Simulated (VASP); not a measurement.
Set up this calculation in VASP 6.6.1, as the native input.

```yaml
Task: relaxation of cell and atoms
Functional: PBE
Potentials_or_basis: VASP PAW PBE potentials, release 64 (Sr_sv)
Cutoff: 600 eV
k_mesh: 12 × 12 × 12
Occupations: fermi-dirac, width 0.08 eV
Spin: no spin polarisation
Dipole_correction: no
Further_INCAR_settings: ALGO = Normal; EDIFF = 1e-06; IBRION = 2; EDIFFG = -0.005; NSW = 60; ISIF = 3
```

The structure of Sr lies in POSCAR:

```
Sr
1.0
    0.0000000000      3.0191369257      3.0191369257
    3.0191369257      0.0000000000      3.0191369257
    3.0191369257      3.0191369257      0.0000000000
Sr
1
Direct
    0.0000000000      0.0000000000      0.0000000000
```

One way to write it, as run:

INCAR

```
SYSTEM = Sr
PREC     = Accurate       ! precision mode
ENCUT    = 600            ! plane-wave cutoff, eV
EDIFF    = 1E-6           ! SCF threshold, eV
ISMEAR   = -1             ! smearing method
SIGMA    = 0.08           ! smearing width, eV
LREAL    = .FALSE.        ! projectors in reciprocal space
LASPH    = .TRUE.         ! aspherical terms in the spheres
NELM     = 60             ! most SCF steps
ALGO     = Normal         ! electronic algorithm
ISIF     = 3              ! what is computed and relaxed
LWAVE    = .FALSE.        ! write WAVECAR
LCHARG   = .FALSE.        ! write CHGCAR
GGA      = PE             ! functional
IBRION   = 2              ! ionic algorithm
NSW      = 60             ! ionic steps
EDIFFG   = -0.005         ! ionic threshold
```

KPOINTS

```
Automatic mesh
0
G
  12 12 12
  0 0 0
```

Potentials or basis: VASP PAW PBE potentials, release 64 (Sr_sv).

The run is started by

```sh
$ cat potpaw_PBE.64/Sr_sv/POTCAR > POTCAR
$ mpirun -np 1 vasp_std > vasp.out
```

It gave:

```yaml
Pressure_after_relaxing: 0.0 GPa
Band_gap_on_the_k_mesh: zero (bands 5 and 6 overlap by 0.06 eV)
```

Caveat: the relaxation stopped at its first step, so nothing moved.

Run time: 65 s on 1 thread of Intel Xeon 8259CL, on a shared host, peak memory 0.22 GiB.
